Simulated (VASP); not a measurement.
# PbS (R3m) in VASP: single point with PBEsol

Aim: the single point of PbS with PBEsol.

Everything below comes from runs of VASP 6.6.1. Logs are shortened: lines on timing, memory, paths and dates and some standing lists are left out, and cuts for length are marked.

## (1) The cell of the first run

It takes space group R3m (No. 160, trigonal). The conventional cell has a = 4.225 Å, b = 4.225 Å, c = 10.356 Å, α = 90.00°, β = 90.00°, γ = 120.00°. Within 3.9 Å of Pb (site symmetry 3m) lie 6 S at 2.96 to 3.02 Å. Within 3.9 Å of S (site symmetry 3m) lie 6 Pb at 2.96 to 3.02 Å.

## (2) Single point, PBEsol

Contents of INCAR:

```
SYSTEM = PbS
PREC = Accurate
ENCUT = 500
EDIFF = 1E-6
ISMEAR = 0
SIGMA = 0.01
LREAL = .False.
LASPH = .True.
NELM = 120
ALGO = Normal
ISIF = 2
LWAVE = .False.
LCHARG = .False.
GGA = PS
NBANDS = 17
GGA_COMPAT = .False.
```

Contents of KPOINTS:

```
Automatic mesh
0
Gamma
  5 5 5
  0 0 0
```

Contents of POSCAR:

```
PbS
1.0
    2.1126617100      1.2197458000      3.4519162500
   -2.1126617100      1.2197458000      3.4519162500
    0.0000000000     -2.4394916100      3.4519162500
Pb S
1 1
Direct
    0.9805657800      0.9805657800      0.9805657800
    0.4750355500      0.4750355500      0.4750355500
```

Potentials or basis: VASP PAW PBE potentials, release 64 (Pb_d, S).

Run with:

```bash
$ cat potpaw_PBE.64/Pb_d/POTCAR potpaw_PBE.64/S/POTCAR > POTCAR
$ mpirun -np 1 vasp_std > vasp.out
```

OUTCAR:

```text
SYSTEM = PbS
   PREC = Accurate
   ENCUT = 500
   EDIFF = 1E-6
   ISMEAR = 0
   LREAL = .False.
   LASPH = .True.
   NELM = 120
   ISIF = 2
   GGA = PS

 ion  position               nearest neighbor table
   1  0.981  0.981  0.981-   2 2.96   2 2.96   2 2.96   2 3.02   2 3.02   2 3.02
   2  0.475  0.475  0.475-   1 2.96   1 2.96   1 2.96   1 3.02   1 3.02   1 3.02

  LATTYP: Found a trigonal (rhomboedric) cell.
 ALAT       =     4.2269191043
 COS(alpha) =     0.5003774340

  Lattice vectors:

 A1 = (   2.1126617100,   1.2197458000,   3.4519162500)
 A2 = (  -2.1126617100,   1.2197458000,   3.4519162500)
 A3 = (   0.0000000000,  -2.4394916100,   3.4519162500)

Analysis of symmetry for initial positions (statically):
=====================================================================
 Subroutine PRICEL returns:
 Original cell was already a primitive cell.

 Routine SETGRP: Setting up the symmetry group for a
 trigonal (rhombohedral) supercell.

 Subroutine GETGRP returns: Found  6 space group operations
 (whereof  6 operations were pure point group operations)
 out of a pool of 12 trial point group operations.

The static configuration has the point symmetry C_3v.

Analysis of symmetry for dynamics (positions and initial velocities):
=====================================================================
 Subroutine PRICEL returns:
 Original cell was already a primitive cell.

 Routine SETGRP: Setting up the symmetry group for a
 trigonal (rhombohedral) supercell.

 Subroutine GETGRP returns: Found  6 space group operations
 (whereof  6 operations were pure point group operations)
 out of a pool of 12 trial point group operations.

The dynamic configuration has the point symmetry C_3v.

 Subroutine INISYM returns: Found  6 space group operations
 (whereof  6 operations are pure point group operations),
 and found     1 'primitive' translations

----------------------------------------------------------------------------------------

                                     Primitive cell

  volume of cell :      53.3717

  direct lattice vectors                    reciprocal lattice vectors
     2.112661710  1.219745800  3.451916250     0.236668274  0.136640492  0.096564722
    -2.112661710  1.219745800  3.451916250    -0.236668274  0.136640492  0.096564722
     0.000000000 -2.439491610  3.451916250     0.000000000 -0.273280984  0.096564722

  length of vectors
     4.226919104  4.226919104  4.226919104     0.289840027  0.289840027  0.289840028

  position of ions in fractional coordinates (direct lattice)
     0.980565780  0.980565780  0.980565780
     0.475035550  0.475035550  0.475035550

  ion indices of the primitive-cell ions
   primitive index   ion index
                 1           1
                 2           2

----------------------------------------------------------------------------------------

 KPOINTS: Automatic mesh

Automatic generation of k-mesh.
 Grid dimensions read from file:
 generate k-points for:    5    5    5

 Generating k-lattice:

  Cartesian coordinates                     Fractional coordinates (reciprocal lattice)
     0.047333655  0.027328098  0.019312944     0.200000000  0.000000000  0.000000000
    -0.047333655  0.027328098  0.019312944     0.000000000  0.200000000  0.000000000
     0.000000000 -0.054656197  0.019312944     0.000000000  0.000000000  0.200000000

  Length of vectors
     0.057968005  0.057968005  0.057968006

  Shift w.r.t. Gamma in fractional coordinates (k-lattice)
     0.000000000  0.000000000  0.000000000

 Subroutine IBZKPT returns following result:
 ===========================================

 Found     19 irreducible k-points:

 Following reciprocal coordinates:
            Coordinates               Weight
  0.000000  0.000000  0.000000      1.000000
  0.200000  0.000000  0.000000      6.000000
  0.400000  0.000000  0.000000      6.000000
  0.200000  0.200000  0.000000      6.000000
  0.400000  0.200000  0.000000     12.000000
 -0.400000  0.200000  0.000000     12.000000
[... 11 lines left out ...]
  0.400000  0.400000  0.400000      2.000000
 -0.400000  0.400000  0.400000      6.000000
   k-points           NKPTS =     19   k-points in BZ     NKDIM =     19   number of bands    NBANDS=     17
   number of dos      NEDOS =    301   number of ions     NIONS =      2
   total plane-waves  NPLWV =  32768
   dimension x,y,z NGX =    32 NGY =   32 NGZ =   32
   dimension x,y,z NGXF=    64 NGYF=   64 NGZF=   64
   ions per type =               1   1
   NGX,Y,Z   is equivalent  to a cutoff of  12.59, 12.59, 12.59 a.u.
   NGXF,Y,Z  is equivalent  to a cutoff of  25.17, 25.17, 25.17 a.u.
 SYSTEM =  PbS
   PREC   = accura    normal or accurate (medium, high low for compatibility)
   ISTART =      0    job   : 0-new  1-cont  2-samecut
   ICHARG =      2    charge: 1-file 2-atom 10-const
   ISPIN  =      1    spin polarized calculation?
   LNONCOLLINEAR =      F non collinear calculations
   LSORBIT =      F    spin-orbit coupling
   LASPH  =      T    aspherical Exc in radial PAW
   ENCUT  =  500.0 eV  36.75 Ry    6.06 a.u.   7.71  7.71  7.71*2*pi/ulx,y,z
   NELM   =    120;   NELMIN=  2; NELMDL= -5     # of ELM steps
   EDIFF  = 0.1E-05   stopping-criterion for ELM
   LREAL  =      F    real-space projection
   EDIFFG = 0.1E-04   stopping-criterion for IOM
   NSW    =      0    number of steps for IOM
   IBRION =     -1    ionic relax: 0-MD 1-quasi-New 2-CG
   NFREE  =      0    steps in history (QN), initial steepest desc. (CG)
   ISIF   =      2    stress and relaxation
   ISYM   =      2    0-nonsym 1-usesym 2-fastsym
   POTIM  = 0.5000    time-step for ionic-motion
   TEBEG  =    0.0;   TEEND  =   0.0 temperature during run
   PSTRESS=    0.0 pullay stress
   NELECT =      20.0000    total number of electrons
   NUPDOWN=      -1.0000    fix difference up-down
   EMIN   =  10.00;   EMAX   =-10.00  energy-range for DOS
   EFERMI =   0.00;   METHOD = LEGACY
   ISMEAR =     0;   SIGMA  =   0.01  broadening in eV -4-tet -1-fermi 0-gaus
   EFERMI_NEDOS =   21; number of points for ismear=-14 and -15
   IALGO  =     38    algorithm
   IMIX   =      4    mixing-type and parameters
     AMIX     =   0.40;   BMIX     =  1.00
     AMIX_MAG =   1.60;   BMIX_MAG =  1.00
  volume/ion in A,a.u.               =      26.69       180.08
  Fermi-wavevector in a.u.,A,eV,Ry     =   1.180270  2.230386 18.953411  1.393036
  Thomas-Fermi vector in A             =   2.316565
   LORBIT       =      0    0 simple, 1 ext, 2 COOP (PROOUT), +10 PAW based schemes
   GGA     = PS    functional components
   LHFCALC =     F    Hartree Fock is set to
   AEXX    =    0.0000 exact exchange contribution
   IVDW    =     0    specifies the selected vdW correction
   LEPSILON=     F    determine dielectric tensor
   LRPA    =     F    only Hartree local field effects (RPA)
 non-spin polarized calculation
 Gauss-broadening in eV      SIGMA  =   0.01
  energy-cutoff  :      500.00
  volume of cell :       53.37
 maximum number of plane-waves:      1369
   NGX = 15   NGY = 15   NGZ = 15

 number of electron      20.0000002 magnetization

 Free energy of the ion-electron system (eV)
  ---------------------------------------------------
  ext. energy  EPLUGINS =         0.00000000
  ---------------------------------------------------
  free energy    TOTEN  =        -9.45747337 eV

  energy without entropy =       -9.45747337  energy(sigma->0) =       -9.45747337

 E-fermi :   5.0199     XC(G=0):  -9.7844

 val. band max:        4.9668396539   @ k =   0.4000   0.0000   0.0000
 cond. band min:       6.2361971825   @ k =   0.4000   0.0000   0.0000
 fundamental gap:      1.2693575286
 Fermi energy:         5.0199481184

 k-point     1 :       0.0000    0.0000    0.0000
  band No.  band energies     occupation
      1     -11.3195      2.00000
      2     -11.3191      2.00000
      3     -11.3191      2.00000
      4     -11.3060      2.00000
      5     -11.3060      2.00000
      6      -8.0198      2.00000
[... 9 lines left out ...]
     16      12.1180      0.00000
     17      13.8982      0.00000

 k-point     2 :       0.2000    0.0000    0.0000
  band No.  band energies     occupation
      1     -11.3200      2.00000
      2     -11.3195      2.00000
      3     -11.3174      2.00000
      4     -11.3007      2.00000
      5     -11.3004      2.00000
      6      -7.6957      2.00000
[... 9 lines left out ...]
     16      12.9108      0.00000
     17      16.2310      0.00000

 k-point     3 :       0.4000    0.0000    0.0000
  band No.  band energies     occupation
      1     -11.3347      2.00000
      2     -11.3340      2.00000
      3     -11.3161      2.00000
      4     -11.2778      2.00000
      5     -11.2774      2.00000
      6      -6.9778      2.00000
[... 9 lines left out ...]
     16      14.8014      0.00000
     17      16.6681      0.00000

 k-point     4 :       0.2000    0.2000    0.0000
  band No.  band energies     occupation
      1     -11.3387      2.00000
      2     -11.3275      2.00000
      3     -11.3001      2.00000
      4     -11.2999      2.00000
      5     -11.2975      2.00000
      6      -7.5786      2.00000
[... 9 lines left out ...]
     16      14.4131      0.00000
     17      14.9565      0.00000
[... 243 lines left out ...]
      1     -11.4224      2.00000
      2     -11.3290      2.00000
      3     -11.2934      2.00000
      4     -11.2727      2.00000
      5     -11.2667      2.00000
      6      -6.3991      2.00000
[... 9 lines left out ...]
     16      16.6006      0.00000
     17      17.7731      0.00000

 k-point    18 :       0.4000    0.4000    0.4000
  band No.  band energies     occupation
      1     -11.3341      2.00000
      2     -11.3341      2.00000
      3     -11.3165      2.00000
      4     -11.2776      2.00000
      5     -11.2776      2.00000
      6      -6.9832      2.00000
[... 9 lines left out ...]
     16      14.8041      0.00000
     17      16.6752      0.00000

 k-point    19 :      -0.4000    0.4000    0.4000
  band No.  band energies     occupation
      1     -11.3631      2.00000
      2     -11.3213      2.00000
      3     -11.3070      2.00000
      4     -11.2882      2.00000
      5     -11.2761      2.00000
      6      -6.6463      2.00000
[... 9 lines left out ...]
     16      14.8064      0.00000
     17      17.0152      0.00000

------------------------ aborting loop because EDIFF is reached ----------------------------------------

  FORCE on cell =-STRESS in cart. coord.  units (eV):
  Direction    XX          YY          ZZ          XY          YZ          ZX
  --------------------------------------------------------------------------------------
  -------------------------------------------------------------------------------------
  Total       -0.7574049     -0.7574049     -0.7525447      0.0000000      0.0000000      0.0000000
  in kB      -22.7367233    -22.7367232    -22.5908260      0.0000000      0.0000000      0.0000000
  external PRESSURE =     -22.6880908 kB  Pullay stress =       0.0000000 kB

 VOLUME and BASIS-vectors are now :
 -----------------------------------------------------------------------------
  energy-cutoff  :      500.00
  volume of cell :       53.37
      direct lattice vectors                 reciprocal lattice vectors
     2.112661710  1.219745800  3.451916250     0.236668274  0.136640492  0.096564722
    -2.112661710  1.219745800  3.451916250    -0.236668274  0.136640492  0.096564722
     0.000000000 -2.439491610  3.451916250     0.000000000 -0.273280984  0.096564722

 POSITION                                       TOTAL-FORCE (eV/Angst)
 -----------------------------------------------------------------------------------
      0.00000     -0.00000     10.15449         0.000000      0.000000     -0.004514
      0.00000     -0.00000      4.91935         0.000000     -0.000000      0.004514
 -----------------------------------------------------------------------------------
    total drift:                                0.000000     -0.000000     -0.000412

  FREE ENERGIE OF THE ION-ELECTRON SYSTEM (eV)
  ---------------------------------------------------
  free  energy   TOTEN  =        -9.4574733707 eV

  energy  without entropy=       -9.4574733707  energy(sigma->0) =       -9.45747337
```

It took 6.8 s on 1 thread of Intel Xeon 6975P-C (Granite Rapids), shared host; peak memory 0.17 GiB.

Results:

* Free energy: -9.4575 eV
* Pressure: -2.3 GPa
* Largest force: 0.005 eV/Å

Forces in eV/Å, atoms in the order of the input:
```
Pb   0.000  0.000 -0.005
S    0.000  0.000  0.005
```

Caveat: this odd mesh misses L, where the gap lies, so gap, dielectric constants and Born charges aren't listed; the PAW data sets were made with another functional, which shifts forces and pressure a little; spin-orbit coupling is left out, which moves the levels of the heavy elements.
